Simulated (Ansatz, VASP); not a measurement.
One calculation of BaTa3O2, two programs

```xyz
6
Lattice="6.8785 0.0000 0.0000 -3.4393 5.9570 0.0000 0.0000 0.0000 3.0002" Properties=species:S:1:pos:R:3 pbc="T T T"
Ba    0.0000    0.0000    1.5001
Ta    3.4393    0.0000    0.0000
Ta   -1.7196    2.9785    0.0000
Ta    1.7196    2.9785    0.0000
O     0.0000    3.9713    0.0000
O     3.4393    1.9857    0.0000
```

Alike in both runs: functional PBE; k mesh 6 × 6 × 12; occupations gaussian, width 0.1 eV; no spin polarisation.

Ansatz relaxed the structure, and its values are those at the end. VASP's run is a single point on that final structure, the one shown.

|  | VASP | Ansatz |
| --- | --- | --- |
| version | VASP 6.6.1 | Ansatz 0.2.0 |
| potentials or method | VASP PAW PBE potentials, release 64 (Ba_sv, Ta_pv, O), cutoff 520 eV | scalar-relativistic, plane waves, PAW |
| valence electrons in the cell | 55 | 61 |

Ansatz gave:

| Item | Value |
| --- | --- |
| gap on the k mesh at the Fermi level (eV) | none |
| pressure (GPa) | 0.0 |

Which values does VASP return?

gap on the k mesh at the Fermi level (eV): none; pressure (GPa): 0.6.

A gap of «none» marks a metal or a gap that the smearing closes. The functional is the same, so the differences come from potentials, cutoffs and numerics. VASP's potentials hold 55 valence electrons a cell and Ansatz's 61, so a difference there can come from the potentials and not from the codes.

Neither program's run includes spin-orbit coupling.
